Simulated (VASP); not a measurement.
Set up this calculation in VASP 6.6.1, as the native input.

```yaml
Task: relaxation of cell and atoms
Functional: LDA
Potentials_or_basis: VASP PAW LDA potentials, release 64 (Ga_d, P)
Cutoff: 600 eV
k_mesh: 8 × 8 × 8
Occupations: gaussian, width 0.02 eV
Spin: no spin polarisation
Dipole_correction: no
Further_INCAR_settings: ALGO = Normal; EDIFF = 1e-06; IBRION = 2; EDIFFG = -0.005; NSW = 100; ISIF = 3
```

The structure of GaP lies in POSCAR:

```
GaP
1.0
    0.0000000000      2.7252500000      2.7252500000
    2.7252500000      0.0000000000      2.7252500000
    2.7252500000      2.7252500000      0.0000000000
Ga P
1 1
Direct
    0.0000000000      0.0000000000      0.0000000000
    0.7500000000      0.7500000000      0.7500000000
```

One way to write it, as run:

INCAR

```
SYSTEM = GaP
PREC = Accurate ; ENCUT = 600
EDIFF = 1E-6 ; ISMEAR = 0
SIGMA = 0.02 ; LREAL = .FALSE.
LASPH = .TRUE. ; NELM = 60
ALGO = Normal ; ISIF = 3
LWAVE = .FALSE. ; LCHARG = .FALSE.
GGA = CA ; IBRION = 2
NSW = 100 ; EDIFFG = -0.005
```

KPOINTS

```
Automatic mesh
0
G
  8 8 8
  0 0 0
```

Potentials or basis: VASP PAW LDA potentials, release 64 (Ga_d, P).

Command:

```bash
$ cat potpaw_LDA.64/Ga_d/POTCAR potpaw_LDA.64/P/POTCAR > POTCAR
$ mpirun -np 1 vasp_std > vasp.out
```

It gave:

The relaxed volume is 19.61 Å³/atom and the relaxed cell is a = 3.814 Å, b = 3.814 Å, c = 3.814 Å, α = 60.00°, β = 60.00°, γ = 60.00°. The space group after relaxing (to 0.05 Å) is F-43m (No. 216) and the energy gained by relaxing is 5.4 meV/atom. The ionic steps are 6, the pressure after relaxing is 0.0 GPa and the band gap on the k mesh is 1.43 eV, indirect (least direct gap 1.90 eV).

Run time: 20 s on 1 thread of Intel(R) Xeon(R) 6975P-C (Granite Rapids), on a shared host, peak memory 0.16 GiB.
